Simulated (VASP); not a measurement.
# Re (P6_3/mmc) in VASP: a series of runs

Re is run at these levels: PBE; tasks: single point.

All numbers are computed with VASP 6.6.1; they aren't measurements. Logs are shortened: lines on timing, memory, paths and dates and some standing lists are left out, and cuts for length are marked.

### Step 1. The cell of the first run

The structure is hexagonal, space group P6_3/mmc (No. 194). The conventional cell has a = 2.777 Å, b = 2.777 Å, c = 8.952 Å, α = 90.00°, β = 90.00°, γ = 120.00°. Re (site symmetry -3m) has 12 Re at 2.75 to 2.78 Å within 3.6 Å. Within 3.6 Å of Re (site symmetry -6m2) lie 12 Re at 2.75 to 2.78 Å.

### Step 2. Single point, PBE

INCAR reads:

```
SYSTEM = Re
PREC     = Accurate       ! precision mode
ENCUT    = 520            ! plane-wave cutoff, eV
EDIFF    = 1E-7           ! SCF threshold, eV
ISMEAR   = -1             ! smearing method
SIGMA    = 0.1            ! smearing width, eV
LREAL    = .False.        ! projectors in reciprocal space
LASPH    = .True.         ! aspherical terms in the spheres
NELM     = 60             ! most SCF steps
ALGO     = Normal         ! electronic algorithm
ISIF     = 2              ! what is computed and relaxed
LWAVE    = .False.        ! write WAVECAR
LCHARG   = .False.        ! write CHGCAR
GGA      = PE             ! functional
NBANDS   = 22             ! bands
```

KPOINTS reads:

```
Automatic mesh
0
Gamma
  13 13 4
  0 0 0
```

POSCAR reads:

```
Re
1.0
    2.7771476622      0.0000000000      0.0000000000
   -1.3885738311      2.4050804255      0.0000000000
    0.0000000000      0.0000000000      8.9522586301
Re
4
Direct
    0.0000000000      0.0000000000      1.0000000000
    0.0000000000      1.0000000000      0.5000000000
    0.3333333333      0.6666666667      0.2500000000
    0.6666666667      0.3333333333      0.7500000000
```

Potentials or basis: VASP PAW PBE potentials, release 64 (Re).

Run with:

```console
cat potpaw_PBE.64/Re/POTCAR > POTCAR
mpirun -np 1 vasp_std > vasp.out
```

OUTCAR:

```text
SYSTEM = Re
   PREC = Accurate
   ENCUT = 520
   EDIFF = 1E-7
   ISMEAR = -1
   LREAL = .False.
   LASPH = .True.
   NELM = 60
   ISIF = 2
   GGA = PE

 ion  position               nearest neighbor table
   1  0.000  0.000  0.000-   3 2.75   4 2.75   3 2.75   4 2.75   4 2.75   3 2.75
   2  0.000  0.000  0.500-   3 2.75   4 2.75   3 2.75   4 2.75   4 2.75   3 2.75
   3  0.333  0.667  0.250-   1 2.75   2 2.75   1 2.75   2 2.75   1 2.75   2 2.75
   4  0.667  0.333  0.750-   1 2.75   2 2.75   1 2.75   2 2.75   1 2.75   2 2.75

  LATTYP: Found a hexagonal cell.
 ALAT       =     2.7771476622
 C/A-ratio  =     3.2235443408

  Lattice vectors:

 A1 = (   2.7771476622,   0.0000000000,   0.0000000000)
 A2 = (  -1.3885738311,   2.4050804255,   0.0000000000)
 A3 = (   0.0000000000,   0.0000000000,   8.9522586301)

Analysis of symmetry for initial positions (statically):
=====================================================================
 Subroutine PRICEL returns:
 Original cell was already a primitive cell.

 Routine SETGRP: Setting up the symmetry group for a
 hexagonal supercell.

 Subroutine GETGRP returns: Found 24 space group operations
 (whereof 12 operations were pure point group operations)
 out of a pool of 24 trial point group operations.

The static configuration has the point symmetry D_3d.
 The point group associated with its full space group is D_6h.

Analysis of symmetry for dynamics (positions and initial velocities):
=====================================================================
 Subroutine PRICEL returns:
 Original cell was already a primitive cell.

 Routine SETGRP: Setting up the symmetry group for a
 hexagonal supercell.

 Subroutine GETGRP returns: Found 24 space group operations
 (whereof 12 operations were pure point group operations)
 out of a pool of 24 trial point group operations.

The dynamic configuration has the point symmetry D_3d.
 The point group associated with its full space group is D_6h.

 Subroutine INISYM returns: Found 24 space group operations
 (whereof 12 operations are pure point group operations),
 and found     1 'primitive' translations

----------------------------------------------------------------------------------------

                                     Primitive cell

  volume of cell :      59.7945

  direct lattice vectors                    reciprocal lattice vectors
     2.777147662  0.000000000  0.000000000     0.360081682  0.207893256  0.000000000
    -1.388573831  2.405080426  0.000000000     0.000000000  0.415786512  0.000000000
     0.000000000  0.000000000  8.952258630     0.000000000  0.000000000  0.111703654

  length of vectors
     2.777147662  2.777147662  8.952258630     0.415786511  0.415786512  0.111703654

  position of ions in fractional coordinates (direct lattice)
     0.000000000  0.000000000  0.000000000
     0.000000000  0.000000000  0.500000000
     0.333333333  0.666666667  0.250000000
     0.666666667  0.333333333  0.750000000

  ion indices of the primitive-cell ions
   primitive index   ion index
                 1           1
                 2           2
                 3           3
                 4           4

----------------------------------------------------------------------------------------

 KPOINTS: Automatic mesh

Automatic generation of k-mesh.
 Grid dimensions read from file:
 generate k-points for:   13   13    4

 Generating k-lattice:

  Cartesian coordinates                     Fractional coordinates (reciprocal lattice)
     0.027698591  0.015991789  0.000000000     0.076923077 -0.000000000  0.000000000
     0.000000000  0.031983578  0.000000000     0.000000000  0.076923077  0.000000000
     0.000000000  0.000000000  0.027925913     0.000000000  0.000000000  0.250000000

  Length of vectors
     0.031983578  0.031983578  0.027925913

  Shift w.r.t. Gamma in fractional coordinates (k-lattice)
     0.000000000  0.000000000  0.000000000

 Subroutine IBZKPT returns following result:
 ===========================================

 Found     63 irreducible k-points:

 Following reciprocal coordinates:
            Coordinates               Weight
  0.000000  0.000000  0.000000      1.000000
  0.076923  0.000000  0.000000      6.000000
  0.153846  0.000000  0.000000      6.000000
  0.230769 -0.000000  0.000000      6.000000
  0.307692  0.000000  0.000000      6.000000
  0.384615  0.000000  0.000000      6.000000
[... 16 lines left out ...]
  0.076923  0.000000  0.250000     12.000000
  0.153846  0.000000  0.250000     12.000000
 [... further k-points ...]
   k-points           NKPTS =     63   k-points in BZ     NKDIM =     63   number of bands    NBANDS=     22
   number of dos      NEDOS =    301   number of ions     NIONS =      4
   total plane-waves  NPLWV =  40320
   dimension x,y,z NGX =    24 NGY =   24 NGZ =   70
   dimension x,y,z NGXF=    48 NGYF=   48 NGZF=  140
   ions per type =               4
   NGX,Y,Z   is equivalent  to a cutoff of  14.37, 14.37, 13.00 a.u.
   NGXF,Y,Z  is equivalent  to a cutoff of  28.73, 28.73, 26.00 a.u.
 SYSTEM =  Re
   PREC   = accura    normal or accurate (medium, high low for compatibility)
   ISTART =      0    job   : 0-new  1-cont  2-samecut
   ICHARG =      2    charge: 1-file 2-atom 10-const
   ISPIN  =      1    spin polarized calculation?
   LNONCOLLINEAR =      F non collinear calculations
   LSORBIT =      F    spin-orbit coupling
   LASPH  =      T    aspherical Exc in radial PAW
   ENCUT  =  520.0 eV  38.22 Ry    6.18 a.u.   5.16  5.16 16.65*2*pi/ulx,y,z
   NELM   =     60;   NELMIN=  2; NELMDL= -5     # of ELM steps
   EDIFF  = 0.1E-06   stopping-criterion for ELM
   LREAL  =      F    real-space projection
   EDIFFG = 0.1E-05   stopping-criterion for IOM
   NSW    =      0    number of steps for IOM
   IBRION =     -1    ionic relax: 0-MD 1-quasi-New 2-CG
   NFREE  =      0    steps in history (QN), initial steepest desc. (CG)
   ISIF   =      2    stress and relaxation
   ISYM   =      2    0-nonsym 1-usesym 2-fastsym
   POTIM  = 0.5000    time-step for ionic-motion
   TEBEG  =    0.0;   TEEND  =   0.0 temperature during run
   PSTRESS=    0.0 pullay stress
   NELECT =      28.0000    total number of electrons
   NUPDOWN=      -1.0000    fix difference up-down
   EMIN   =  10.00;   EMAX   =-10.00  energy-range for DOS
   EFERMI =   0.00;   METHOD = LEGACY
   ISMEAR =    -1;   SIGMA  =   0.10  broadening in eV -4-tet -1-fermi 0-gaus
   EFERMI_NEDOS =   21; number of points for ismear=-14 and -15
   IALGO  =     38    algorithm
   IMIX   =      4    mixing-type and parameters
     AMIX     =   0.40;   BMIX     =  1.00
     AMIX_MAG =   1.60;   BMIX_MAG =  1.00
  volume/ion in A,a.u.               =      14.95       100.88
  Fermi-wavevector in a.u.,A,eV,Ry     =   1.271278  2.402367 21.989016  1.616147
  Thomas-Fermi vector in A             =   2.404220
   LORBIT       =      0    0 simple, 1 ext, 2 COOP (PROOUT), +10 PAW based schemes
   GGA     = PE    functional components
   LHFCALC =     F    Hartree Fock is set to
   AEXX    =    0.0000 exact exchange contribution
   IVDW    =     0    specifies the selected vdW correction
   LEPSILON=     F    determine dielectric tensor
   LRPA    =     F    only Hartree local field effects (RPA)
 non-spin polarized calculation
  energy-cutoff  :      520.00
  volume of cell :       59.79
 maximum number of plane-waves:      1629
 NGX is ok and might be reduce to    24
   NGX = 11   NGY = 11   NGZ = 33

 number of electron      27.9999999 magnetization

 Free energy of the ion-electron system (eV)
  ---------------------------------------------------
  ext. energy  EPLUGINS =         0.00000000
  ---------------------------------------------------
  free energy    TOTEN  =       -49.75182046 eV

  energy without entropy =      -49.65867759  energy(sigma->0) =      -49.70524903

 E-fermi :   7.7993     XC(G=0): -13.6429

 val. band max:        7.7784830919   @ k =   0.0000   0.0000   0.2500
 cond. band min:       7.8027363068   @ k =   0.4615   0.0769   0.5000
 fundamental gap:      0.0242532149
 Fermi energy:         7.7993489295

 k-point     1 :       0.0000    0.0000    0.0000
  band No.  band energies     occupation
      1      -2.0660      2.00000
      2       0.2270      2.00000
      3       0.2987      2.00000
      4       1.2017      2.00000
      5       5.2980      2.00000
      6       5.3932      2.00000
[... 14 lines left out ...]
     21      10.2382      0.00000
     22      10.2382      0.00000

 k-point     2 :       0.0769    0.0000    0.0000
  band No.  band energies     occupation
      1      -1.8289      2.00000
      2       0.4484      2.00000
      3       0.5180      2.00000
      4       1.4280      2.00000
      5       4.9907      2.00000
      6       5.2312      2.00000
[... 14 lines left out ...]
     21      10.1975      0.00000
     22      10.2831      0.00000

 k-point     3 :       0.1538    0.0000    0.0000
  band No.  band energies     occupation
      1      -1.1562      2.00000
      2       1.0263      2.00000
      3       1.0877      2.00000
      4       2.0259      2.00000
      5       4.4326      2.00000
      6       4.8371      2.00000
[... 14 lines left out ...]
     21      10.1634      0.00000
     22      10.4728      0.00000
[... 476 lines left out ...]
 k-point    23 :       0.0769    0.0000    0.2500
  band No.  band energies     occupation
      1      -1.6497      2.00000
      2      -0.3671      2.00000
      3       1.1289      2.00000
      4       1.4352      2.00000
      5       5.2243      2.00000
      6       5.3311      2.00000
[... 14 lines left out ...]
     21      10.4239      0.00000
     22      10.6530      0.00000

 k-point    24 :       0.1538    0.0000    0.2500
  band No.  band energies     occupation
      1      -0.9908      2.00000
      2       0.2156      2.00000
      3       1.7395      2.00000
      4       2.0433      2.00000
      5       4.5555      2.00000
      6       4.8372      2.00000
[... 14 lines left out ...]
     21      10.4836      0.00000
     22      11.2935      0.00000

 [... further k-points ...]

------------------------ aborting loop because EDIFF is reached ----------------------------------------

  FORCE on cell =-STRESS in cart. coord.  units (eV):
  Direction    XX          YY          ZZ          XY          YZ          ZX
  --------------------------------------------------------------------------------------
  -------------------------------------------------------------------------------------
  Total       -0.1706378     -0.1706378     -0.2301809      0.0000000      0.0000000     -0.0000000
  in kB       -4.5721948     -4.5721948     -6.1676351      0.0000000      0.0000000     -0.0000000
  external PRESSURE =      -5.1040082 kB  Pullay stress =       0.0000000 kB

 VOLUME and BASIS-vectors are now :
 -----------------------------------------------------------------------------
  energy-cutoff  :      520.00
  volume of cell :       59.79
      direct lattice vectors                 reciprocal lattice vectors
     2.777147662  0.000000000  0.000000000     0.360081682  0.207893256  0.000000000
    -1.388573831  2.405080426  0.000000000     0.000000000  0.415786512  0.000000000
     0.000000000  0.000000000  8.952258630     0.000000000  0.000000000  0.111703654

 POSITION                                       TOTAL-FORCE (eV/Angst)
 -----------------------------------------------------------------------------------
      0.00000      0.00000      0.00000        -0.000000      0.000000      0.000000
      0.00000      0.00000      4.47613        -0.000000      0.000000      0.000000
     -0.00000      1.60339      2.23806        -0.000000      0.000000      0.000000
      1.38857      0.80169      6.71419         0.000000      0.000000     -0.000000
 -----------------------------------------------------------------------------------
    total drift:                               -0.000000      0.000000      0.000000

  FREE ENERGIE OF THE ION-ELECTRON SYSTEM (eV)
  ---------------------------------------------------
  free  energy   TOTEN  =       -49.7518204647 eV

  energy  without entropy=      -49.6586775899  energy(sigma->0) =      -49.70524903
```

Wall time 63 s (1 thread of Intel Xeon Platinum 8559C (Emerald Rapids), shared host); peak memory 0.22 GiB.

Results:

```yaml
Free_energy: -49.7518 eV
Pressure: -0.5 GPa
Band_gap_on_the_k_mesh: zero (bands 14 and 15 overlap by 2.47 eV)
```

Caveat: spin-orbit coupling is left out, which moves the levels of the heavy elements.

### Step 3. Single point, PBE (13.15 Å³/atom)

This run uses another cell than the first one, of 13.15 Å³/atom.

INCAR reads:

```
ALGO     = Normal         # electronic algorithm
EDIFF    = 1E-6           # SCF threshold, eV
ENCUT    = 520            # plane-wave cutoff, eV
GGA      = PE             # functional
ISIF     = 2              # what is computed and relaxed
ISMEAR   = -1             # smearing method
LASPH    = T              # aspherical terms in the spheres
LCHARG   = F              # write CHGCAR
LREAL    = F              # projectors in reciprocal space
LWAVE    = F              # write WAVECAR
NBANDS   = 22             # bands
NELM     = 100            # most SCF steps
PREC     = Accurate       # precision mode
SIGMA    = 0.1            # smearing width, eV
```

KPOINTS reads:

```
k-points
0
Gamma
  17 17 5
```

POSCAR reads:

```
Re
1.0
    2.6612960909      0.0000000000      0.0000000000
   -1.3306480454      2.3047500218      0.0000000000
    0.0000000000      0.0000000000      8.5788059531
Re
4
Direct
    0.0000000000      0.0000000000      1.0000000000
    0.0000000000      1.0000000000      0.5000000000
    0.3333333333      0.6666666667      0.2500000000
    0.6666666667      0.3333333333      0.7500000000
```

Potentials or basis: VASP PAW PBE potentials, release 64 (Re).

Run with:

```console
cat potpaw_PBE.64/Re/POTCAR > POTCAR
mpirun -np 1 vasp_std > vasp.out
```

Wall time 62 s (1 thread of Intel Xeon Platinum 8559C (Emerald Rapids), shared host); peak memory 0.23 GiB.

The run converged. Its results:

| Item | Value |
| --- | --- |
| Free energy | -48.5158 eV |
| Pressure | 62.4 GPa |
| Band gap on the k mesh | zero (bands 14 and 15 overlap by 3.12 eV) |

Stress tensor (GPa, compression positive):
```
62.40  0.00  0.00
 0.00 62.40  0.00
 0.00  0.00 62.27
```

Levels at points of the mesh, in eV from the Fermi level:
| k point | band 10 | band 11 | band 12 | band 13 | band 14 | band 15 | band 16 | band 17 | band 18 | band 19 |
| --- | --- | --- | --- | --- | --- | --- | --- | --- | --- | --- |
| (0.00, 0.00, 0.00) | -2.33 | -1.97 | -1.54 | -1.54 | -1.38 | -1.38 | 0.67 | 0.67 | 0.80 | 1.68 |

Caveat: the cell stands under pressure; spin-orbit coupling is left out, which moves the levels of the heavy elements.

(Part 1 of 2 ends here.)

The gap in the log of VASP goes by the Fermi energy; the results here count the filled bands.